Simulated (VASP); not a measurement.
# FeO (Wuestite) (Fm-3m) in VASP: notebook

Aim: see how the results for FeO (Wuestite) move with the level of theory and the settings. Levels: PBEsol, LDA. Tasks: single point.

Program: VASP 6.6.1. These are calculated values, not measurements. Logs are shortened: lines on timing, memory, paths and dates and some standing lists are left out, and cuts for length are marked.

## Step 1: The cell of the first run

It takes space group Fm-3m (No. 225, cubic). The conventional cell has a = 4.311 Å, b = 4.311 Å, c = 4.311 Å, α = 90.00°, β = 90.00°, γ = 90.00°. Within 2.9 Å of Fe (site symmetry m-3m) lie 6 O at 2.16 Å. Within 2.9 Å of O (site symmetry m-3m) lie 6 Fe at 2.16 Å.

## Step 2: Single point, PBEsol

INCAR reads:

```
SYSTEM = FeO
PREC = Accurate ; ENCUT = 520
EDIFF = 1E-6 ; ISMEAR = -1
SIGMA = 0.05 ; LREAL = .FALSE.
LASPH = .TRUE. ; NELM = 100
ALGO = Normal ; ISIF = 2
LWAVE = .FALSE. ; LCHARG = .FALSE.
GGA = PS ; NBANDS = 14
```

KPOINTS reads:

```
regular mesh
0
G
  11 11 11
  0 0 0
```

POSCAR reads:

```
FeO
1.0
    0.0000000000      2.1554000000      2.1554000000
    2.1554000000      0.0000000000      2.1554000000
    2.1554000000      2.1554000000      0.0000000000
Fe O
1 1
Direct
    0.0000000000      0.0000000000      0.0000000000
    0.5000000000      0.5000000000      0.5000000000
```

Potentials or basis: VASP PAW PBE potentials, release 64 (Fe, O).

Started as:

```
$ cat potpaw_PBE.64/Fe/POTCAR potpaw_PBE.64/O/POTCAR > POTCAR
$ mpirun -np 1 vasp_std > vasp.out
```

OUTCAR:

```text
SYSTEM = FeO
   PREC = Accurate
   ENCUT = 520
   EDIFF = 1E-6
   ISMEAR = -1
   LREAL = .FALSE.
   LASPH = .TRUE.
   NELM = 100
   ISIF = 2
   GGA = PS

 ion  position               nearest neighbor table
   1  0.000  0.000  0.000-   2 2.16   2 2.16   2 2.16   2 2.16   2 2.16   2 2.16
   2  0.500  0.500  0.500-   1 2.16   1 2.16   1 2.16   1 2.16   1 2.16   1 2.16

  LATTYP: Found a face centered cubic cell.
 ALAT       =     4.3108000000

  Lattice vectors:

 A1 = (   0.0000000000,   2.1554000000,   2.1554000000)
 A2 = (   2.1554000000,   0.0000000000,   2.1554000000)
 A3 = (   2.1554000000,   2.1554000000,   0.0000000000)

Analysis of symmetry for initial positions (statically):
=====================================================================
 Subroutine PRICEL returns:
 Original cell was already a primitive cell.

 Routine SETGRP: Setting up the symmetry group for a
 face centered cubic supercell.

 Subroutine GETGRP returns: Found 48 space group operations
 (whereof 48 operations were pure point group operations)
 out of a pool of 48 trial point group operations.

The static configuration has the point symmetry O_h .

Analysis of symmetry for dynamics (positions and initial velocities):
=====================================================================
 Subroutine PRICEL returns:
 Original cell was already a primitive cell.

 Routine SETGRP: Setting up the symmetry group for a
 face centered cubic supercell.

 Subroutine GETGRP returns: Found 48 space group operations
 (whereof 48 operations were pure point group operations)
 out of a pool of 48 trial point group operations.

The dynamic configuration has the point symmetry O_h .

 Subroutine INISYM returns: Found 48 space group operations
 (whereof 48 operations are pure point group operations),
 and found     1 'primitive' translations

----------------------------------------------------------------------------------------

                                     Primitive cell

  volume of cell :      20.0269

  direct lattice vectors                    reciprocal lattice vectors
     0.000000000  2.155400000  2.155400000    -0.231975503  0.231975503  0.231975503
     2.155400000  0.000000000  2.155400000     0.231975503 -0.231975503  0.231975503
     2.155400000  2.155400000  0.000000000     0.231975503  0.231975503 -0.231975503

  length of vectors
     3.048195912  3.048195912  3.048195912     0.401793358  0.401793358  0.401793358

  position of ions in fractional coordinates (direct lattice)
[... 83 lines left out ...]
   IBRION =     -1    ionic relax: 0-MD 1-quasi-New 2-CG
   NFREE  =      0    steps in history (QN), initial steepest desc. (CG)
   ISIF   =      2    stress and relaxation
   ISYM   =      2    0-nonsym 1-usesym 2-fastsym
   POTIM  = 0.5000    time-step for ionic-motion
   TEBEG  =    0.0;   TEEND  =   0.0 temperature during run
   PSTRESS=    0.0 pullay stress
   NELECT =      14.0000    total number of electrons
   NUPDOWN=      -1.0000    fix difference up-down
   EMIN   =  10.00;   EMAX   =-10.00  energy-range for DOS
   EFERMI =   0.00;   METHOD = LEGACY
   ISMEAR =    -1;   SIGMA  =   0.05  broadening in eV -4-tet -1-fermi 0-gaus
   EFERMI_NEDOS =   21; number of points for ismear=-14 and -15
   IALGO  =     38    algorithm
   IMIX   =      4    mixing-type and parameters
     AMIX     =   0.40;   BMIX     =  1.00
     AMIX_MAG =   1.60;   BMIX_MAG =  1.00
  volume/ion in A,a.u.               =      10.01        67.57
  Fermi-wavevector in a.u.,A,eV,Ry     =   1.452935  2.745650 28.722187  2.111021
  Thomas-Fermi vector in A             =   2.570260
   LORBIT       =      0    0 simple, 1 ext, 2 COOP (PROOUT), +10 PAW based schemes
   GGA     = PS    functional components
   LHFCALC =     F    Hartree Fock is set to
   AEXX    =    0.0000 exact exchange contribution
   IVDW    =     0    specifies the selected vdW correction
   LEPSILON=     F    determine dielectric tensor
   LRPA    =     F    only Hartree local field effects (RPA)
 non-spin polarized calculation
  energy-cutoff  :      520.00
  volume of cell :       20.03
 maximum number of plane-waves:       556
   NGX = 11   NGY = 11   NGZ = 11

 number of electron      13.9999999 magnetization

 Free energy of the ion-electron system (eV)
  ---------------------------------------------------
  ext. energy  EPLUGINS =         0.00000000
  ---------------------------------------------------
  free energy    TOTEN  =       -14.43155689 eV

  energy without entropy =      -14.36288003  energy(sigma->0) =      -14.39721846

 E-fermi :   5.3623     XC(G=0): -12.4757

 val. band max:        5.3591745836   @ k =  -0.0909   0.0909   0.0000
 cond. band min:       5.3639450814   @ k =   0.3636   0.2727   0.0000
 fundamental gap:      0.0047704978
 Fermi energy:         5.3622597594

 k-point     1 :       0.0000    0.0000    0.0000
  band No.  band energies     occupation
      1     -15.0279      2.00000
      2       1.7354      2.00000
      3       1.7354      2.00000
      4       1.7354      2.00000
      5       4.0890      2.00000
      6       4.0891      2.00000
      7       4.0891      2.00000
      8       4.4588      2.00000
      9       4.4589      2.00000
     10       6.2704      0.00000
     11      21.3893      0.00000
     12      23.4405      0.00000
     13      23.4406      0.00000
     14      23.4406      0.00000
[... 377 lines left out ...]
      1     -14.3548      2.00000
      2      -1.2336      2.00000
      3       0.2060      2.00000
      4       0.4268      2.00000
      5       4.5218      2.00000
      6       4.7493      1.99999
      7       4.8945      1.99983
      8       5.2216      1.88675
      9       6.6203      0.00000
     10       9.7843      0.00000
     11      16.8762      0.00000
     12      18.1929      0.00000
     13      21.4404      0.00000
     14      24.5813      0.00000

 [... further k-points ...]
[... 5 lines left out ...]
  --------------------------------------------------------------------------------------
  -------------------------------------------------------------------------------------
  Total       -4.1761048     -4.1761048     -4.1761048      0.0000000      0.0000000     -0.0000000
  in kB     -334.0937434   -334.0937434   -334.0937434      0.0000000      0.0000000     -0.0000000
  external PRESSURE =    -334.0937434 kB  Pullay stress =       0.0000000 kB

 VOLUME and BASIS-vectors are now :
 -----------------------------------------------------------------------------
  energy-cutoff  :      520.00
  volume of cell :       20.03
      direct lattice vectors                 reciprocal lattice vectors
     0.000000000  2.155400000  2.155400000    -0.231975503  0.231975503  0.231975503
     2.155400000  0.000000000  2.155400000     0.231975503 -0.231975503  0.231975503
     2.155400000  2.155400000  0.000000000     0.231975503  0.231975503 -0.231975503

 POSITION                                       TOTAL-FORCE (eV/Angst)
 -----------------------------------------------------------------------------------
      0.00000      0.00000      0.00000         0.000000      0.000000      0.000000
      2.15540      2.15540      2.15540         0.000000      0.000000      0.000000
 -----------------------------------------------------------------------------------
    total drift:                                0.000000     -0.000000      0.000000

  FREE ENERGIE OF THE ION-ELECTRON SYSTEM (eV)
  ---------------------------------------------------
  free  energy   TOTEN  =       -14.4315568862 eV

  energy  without entropy=      -14.3628800305  energy(sigma->0) =      -14.39721846
```

stdout:

```text
POSCAR found type information on POSCAR FeO
 POSCAR found :  2 types and       2 ions
 scaLAPACK will be used
 -----------------------------------------------------------------------------
|                                                                             |
|                                                                             |
|     You enforced a specific xc type in the INCAR file but a different       |
|     I HOPE YOU KNOW WHAT YOU ARE DOING!                                     |
|                                                                             |
 -----------------------------------------------------------------------------

 LDA part: xc-table for (Slater+PW92), standard interpolation
 POSCAR, INCAR and KPOINTS ok, starting setup
 FFT: planning ... GRIDC
 FFT: planning ... GRID_SOFT
 FFT: planning ... GRID
 WAVECAR not read
 entering main loop
```

Run time: 9.5 s. Hardware: 1 thread of Intel Xeon Platinum 8488C (Sapphire Rapids), shared host; peak memory 0.14 GiB.

Results:

- Free energy: -14.4316 eV
- Pressure: -33.4 GPa
- Band gap on the k mesh: zero (band 7 reaches 5.40 eV, above the bottom of band 8 at 4.46 eV)

Levels at points of the mesh, in eV from the Fermi level:
| k point | band 3 | band 4 | band 5 | band 6 | band 7 | band 8 | band 9 | band 10 | band 11 | band 12 |
| --- | --- | --- | --- | --- | --- | --- | --- | --- | --- | --- |
| (0.00, 0.00, 0.00) | -3.63 | -3.63 | -1.27 | -1.27 | -1.27 | -0.90 | -0.90 | 0.91 | 16.03 | 18.08 |

Caveat: the PAW data sets were made with another functional, which shifts forces and pressure a little; the run has no spin polarisation, though such a crystal can be magnetic; semilocal functionals often make such compounds metallic where correlation or magnetic order opens a gap, which also shifts bond lengths. With open d or f shells a metallic result of PBEsol can be an artefact of self-interaction; +U or a hybrid may open a gap.

## Step 3: Single point, LDA, collinear spin, ferromagnetic start (volume scaled by 0.94)

INCAR reads:

```
  PREC = Accurate
  ENCUT = 520
  EDIFF = 1E-6
  ISMEAR = -1
  SIGMA = 0.05
  LREAL = False
  LASPH = True
  NELM = 150
  ALGO = Normal
  ISIF = 2
  LWAVE = False
  LCHARG = True
  ISPIN = 2
  MAGMOM = 3 0
  LORBIT = 11
  LMAXMIX = 4
  LELF = True
  LVHAR = True
  NBANDS = 18
```

KPOINTS reads:

```
regular mesh
0
Gamma
  11 11 11
```

POSCAR reads:

```
FeO
1.0
    0.0000000000      2.1113998987      2.1113998987
    2.1113998987      0.0000000000      2.1113998987
    2.1113998987      2.1113998987      0.0000000000
Fe O
1 1
Direct
    0.0000000000      0.0000000000      0.0000000000
    0.5000000000      0.5000000000      0.5000000000
```

Potentials or basis: VASP PAW LDA potentials, release 64 (Fe, O).

Started as:

```
$ cat potpaw_LDA.64/Fe/POTCAR potpaw_LDA.64/O/POTCAR > POTCAR
$ mpirun -np 1 vasp_std > vasp.out
```

Run time: 30 s. Hardware: 1 thread of Intel Xeon Platinum 8488C (Sapphire Rapids), shared host; peak memory 0.15 GiB.

Results (log left out):

```
Free energy                                           : -16.4857 eV
Pressure                                              : -5.9 GPa
Net moment                                            : 3.86 μB per cell
Site moments                                          : Fe +3.47; O +0.30 μB
Valence electrons inside the program's atomic spheres : Fe 6.88; O 4.98
```

Levels at points of the mesh, in eV from the Fermi level:
Spin up:
| k point | band 5 | band 6 | band 7 | band 8 | band 9 | band 10 | band 11 | band 12 | band 13 | band 14 |
| --- | --- | --- | --- | --- | --- | --- | --- | --- | --- | --- |
| (0.00, 0.00, 0.00) | -3.64 | -3.64 | -3.64 | -3.32 | -3.32 | 0.61 | 15.62 | 17.54 | 17.54 | 17.54 |
Spin down:
```
           k point  band 1  band 2  band 3  band 4  band 5  band 6  band 7  band 8  band 9  band 10
(0.00, 0.00, 0.00)  -20.38   -3.41   -3.41   -3.41   -0.87   -0.87   -0.87   -0.09   -0.09     1.36
```

Caveat: a cell with one magnetic atom can't hold antiferromagnetic order, which such compounds often take; semilocal functionals often make such compounds metallic where correlation or magnetic order opens a gap, which also shifts bond lengths.

## Step 4: Single point, PBEsol, collinear spin, ferromagnetic start (volume scaled by 0.94)

INCAR reads:

```
ALGO     = Normal         # electronic algorithm
EDIFF    = 1E-6           # SCF threshold, eV
ENCUT    = 520            # plane-wave cutoff, eV
GGA      = PS             # functional
ISIF     = 2              # what is computed and relaxed
ISMEAR   = -1             # smearing method
ISPIN    = 2              # spin polarisation
LASPH    = True           # aspherical terms in the spheres
LCHARG   = False          # write CHGCAR
LMAXMIX  = 4              # l up to which the mixer works
LORBIT   = 11             # projections on sites
LREAL    = False          # projectors in reciprocal space
LWAVE    = False          # write WAVECAR
MAGMOM   = 3 0            # initial moments
NBANDS   = 18             # bands
NELM     = 150            # most SCF steps
PREC     = Accurate       # precision mode
SIGMA    = 0.05           # smearing width, eV
```

KPOINTS reads:

```
k-points
0
Gamma
  11 11 11
```

POSCAR is that of step 3.

Potentials or basis: VASP PAW PBE potentials, release 64 (Fe, O).

Started as:

```
$ cat potpaw_PBE.64/Fe/POTCAR potpaw_PBE.64/O/POTCAR > POTCAR
$ mpirun -np 1 vasp_std > vasp.out
```

OUTCAR:

```text
EDIFF = 1E-6
   ENCUT = 520
   GGA = PS
   ISIF = 2
   ISMEAR = -1
   ISPIN = 2
   LASPH = True
   LORBIT = 11
   LREAL = False
   NELM = 150
   PREC = Accurate

 ion  position               nearest neighbor table
   1  0.000  0.000  0.000-   2 2.11   2 2.11   2 2.11   2 2.11   2 2.11   2 2.11
   2  0.500  0.500  0.500-   1 2.11   1 2.11   1 2.11   1 2.11   1 2.11   1 2.11

  LATTYP: Found a face centered cubic cell.
 ALAT       =     4.2227997974

  Lattice vectors:

 A1 = (   0.0000000000,   2.1113998987,   2.1113998987)
 A2 = (   2.1113998987,   0.0000000000,   2.1113998987)
 A3 = (   2.1113998987,   2.1113998987,   0.0000000000)

Analysis of symmetry for initial positions (statically):
=====================================================================
 Subroutine PRICEL returns:
 Original cell was already a primitive cell.

 Routine SETGRP: Setting up the symmetry group for a
 face centered cubic supercell.

 Subroutine GETGRP returns: Found 48 space group operations
 (whereof 48 operations were pure point group operations)
 out of a pool of 48 trial point group operations.

The static configuration has the point symmetry O_h .

Analysis of symmetry for dynamics (positions and initial velocities):
=====================================================================
 Subroutine PRICEL returns:
 Original cell was already a primitive cell.

 Routine SETGRP: Setting up the symmetry group for a
 face centered cubic supercell.

 Subroutine GETGRP returns: Found 48 space group operations
 (whereof 48 operations were pure point group operations)
 out of a pool of 48 trial point group operations.

The dynamic configuration has the point symmetry O_h .

Analysis of structural, dynamic, and magnetic symmetry:
=====================================================================
 Subroutine PRICEL returns:
 Original cell was already a primitive cell.

[... 149 lines left out ...]
  ext. energy  EPLUGINS =         0.00000000
  ---------------------------------------------------
  free energy    TOTEN  =       -15.86091943 eV

  energy without entropy =      -15.84974981  energy(sigma->0) =      -15.85533462

 E-fermi :   6.7506     XC(G=0): -12.7574

 val. band max:        6.7474062506   @ k =  -0.3636   0.2727   0.0909
 cond. band min:       6.7646420994   @ k =  -0.1818   0.0909   0.0000
 fundamental gap:      0.0172358488
 Fermi energy:         6.7505925946

 spin component 1

 k-point     1 :       0.0000    0.0000    0.0000
  band No.  band energies     occupation
      1     -14.4611      1.00000
      2       2.6977      1.00000
      3       2.6977      1.00000
      4       2.6977      1.00000
      5       2.8079      1.00000
      6       2.8079      1.00000
[... 493 lines left out ...]
     17      34.1811      0.00000
     18      35.8821      0.00000

 [... further k-points ...]

 spin component 2

 k-point     1 :       0.0000    0.0000    0.0000
  band No.  band energies     occupation
      1     -13.8774      1.00000
      2       3.3223      1.00000
      3       3.3223      1.00000
      4       3.3223      1.00000
      5       5.9202      1.00000
      6       5.9204      1.00000
[... 493 lines left out ...]
     17      35.0285      0.00000
     18      36.7275      0.00000

 [... further k-points ...]

------------------------ aborting loop because EDIFF is reached ----------------------------------------

  FORCE on cell =-STRESS in cart. coord.  units (eV):
  Direction    XX          YY          ZZ          XY          YZ          ZX
  --------------------------------------------------------------------------------------
  -------------------------------------------------------------------------------------
  Total        0.4718580      0.4718580      0.4718580      0.0000000      0.0000000      0.0000000
  in kB       40.1587735     40.1587735     40.1587735      0.0000000      0.0000000      0.0000000
  external PRESSURE =      40.1587735 kB  Pullay stress =       0.0000000 kB

 VOLUME and BASIS-vectors are now :
 -----------------------------------------------------------------------------
  energy-cutoff  :      520.00
  volume of cell :       18.83
      direct lattice vectors                 reciprocal lattice vectors
     0.000000000  2.111399899  2.111399899    -0.236809711  0.236809711  0.236809711
     2.111399899  0.000000000  2.111399899     0.236809711 -0.236809711  0.236809711
     2.111399899  2.111399899  0.000000000     0.236809711  0.236809711 -0.236809711

 POSITION                                       TOTAL-FORCE (eV/Angst)
 -----------------------------------------------------------------------------------
      0.00000      0.00000      0.00000        -0.000000     -0.000000     -0.000000
      2.11140      2.11140      2.11140         0.000000      0.000000      0.000000
 -----------------------------------------------------------------------------------
    total drift:                                0.000000     -0.000000     -0.000000

  FREE ENERGIE OF THE ION-ELECTRON SYSTEM (eV)
  ---------------------------------------------------
  free  energy   TOTEN  =       -15.8609194334 eV

  energy  without entropy=      -15.8497498087  energy(sigma->0) =      -15.85533462

 total charge

# of ion       s       p       d       tot
------------------------------------------
    1        0.311   0.409   6.134   6.854
    2        1.551   3.449   0.000   5.000
--------------------------------------------------
tot          1.862   3.858   6.134  11.854

 magnetization (x)

# of ion       s       p       d       tot
------------------------------------------
    1        0.027   0.022   3.549   3.598
    2        0.033   0.283   0.000   0.316
--------------------------------------------------
tot          0.059   0.305   3.549   3.913
```

It took 29 s on 1 thread of Intel Xeon Platinum 8488C (Sapphire Rapids), shared host; peak memory 0.16 GiB.

What came out:

| Quantity | Value |
| --- | --- |
| Free energy | -15.8609 eV |
| Pressure | 4.0 GPa |
| Band gap on the k mesh | zero (filled and empty bands overlap) |
| Net moment | 4.00 μB per cell |
| Site moments | Fe +3.60; O +0.32 μB |
| Valence electrons inside the program's atomic spheres | Fe 6.85; O 5.00 |

Caveat: the PAW data sets were made with another functional, which shifts forces and pressure a little; a cell with one magnetic atom can't hold antiferromagnetic order, which such compounds often take; semilocal functionals often make such compounds metallic where correlation or magnetic order opens a gap, which also shifts bond lengths.

## Step 5: Summary

| level | potentials or basis | spin | cell | gap on the mesh (eV) | pressure (GPa) | moment (μB) |
| --- | --- | --- | --- | --- | --- | --- |
| PBEsol | VASP PAW PBE potentials, release 64 (Fe, O) | off | a = 3.048 Å, angles 60.0°, 2 atoms | none | -33.4 | - |
| LDA | VASP PAW LDA potentials, release 64 (Fe, O) | collinear, ferromagnetic start | a = 2.986 Å, angles 60.0°, 2 atoms | none | -5.9 | 3.86 |
| PBEsol | VASP PAW PBE potentials, release 64 (Fe, O) | collinear, ferromagnetic start | a = 2.986 Å, angles 60.0°, 2 atoms | none | 4.0 | 4.00 |

Alike in all rows: task single point; k mesh 11 × 11 × 11; cutoff (eV) 520; smearing fermi-dirac 0.05 eV.

Caveats: semilocal functionals often make such compounds metallic where correlation or magnetic order opens a gap, which also shifts bond lengths; the PAW data sets were made with another functional, which shifts forces and pressure a little (some runs); a cell with one magnetic atom can't hold antiferromagnetic order, which such compounds often take (some runs).

Total energies depend on the potentials used, so only differences within one code and one set of settings carry meaning.
